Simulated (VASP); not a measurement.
A run of VASP 6.6.1 is set up as follows.

The input INCAR:

```
PREC = Accurate
ENCUT = 520
EDIFF = 1E-7
ISMEAR = 0
SIGMA = 0.1
LREAL = False
LASPH = True
NELM = 100
ALGO = Normal
ISIF = 2
LWAVE = False
LCHARG = True
GGA = PE
LELF = True
LVHAR = True
NBANDS = 36
```

File KPOINTS:

```
regular mesh
0
Gamma
  6 6 6
```

The input POSCAR:

```
Ca3S4
1.0
    6.5145915000      0.0000000000      0.0000000000
    0.0000000000      6.5145915000      0.0000000000
    0.0000000000      0.0000000000      6.5145915000
Ca S
3 4
Direct
    0.0000000000      0.0000000000      0.5000000000
    0.0000000000      0.5000000000      0.0000000000
    0.5000000000      0.0000000000      0.0000000000
    0.2154806958      0.2154806958      0.2154806958
    0.2154806958      0.7845193042      0.7845193042
    0.7845193042      0.2154806958      0.7845193042
    0.7845193042      0.7845193042      0.2154806958
```

Potentials or basis: VASP PAW PBE potentials, release 64 (Ca_sv, S).

Command:

```console
$ cat potpaw_PBE.64/Ca_sv/POTCAR potpaw_PBE.64/S/POTCAR > POTCAR
$ mpirun -np 1 vasp_std > vasp.out
```

(1) Predict the pressure.

(2) Estimate the band gap on the k mesh.

(3) What does it give for the largest force?

Answers

(1) 0.1 GPa.

(2) zero (bands 27 and 28 overlap by 0.09 eV).

(3) 0.011 eV/Å.

Caveat: the cell differs from its parent crystal (atoms taken out); semilocal functionals underestimate gaps, so a narrow gap can read as zero.
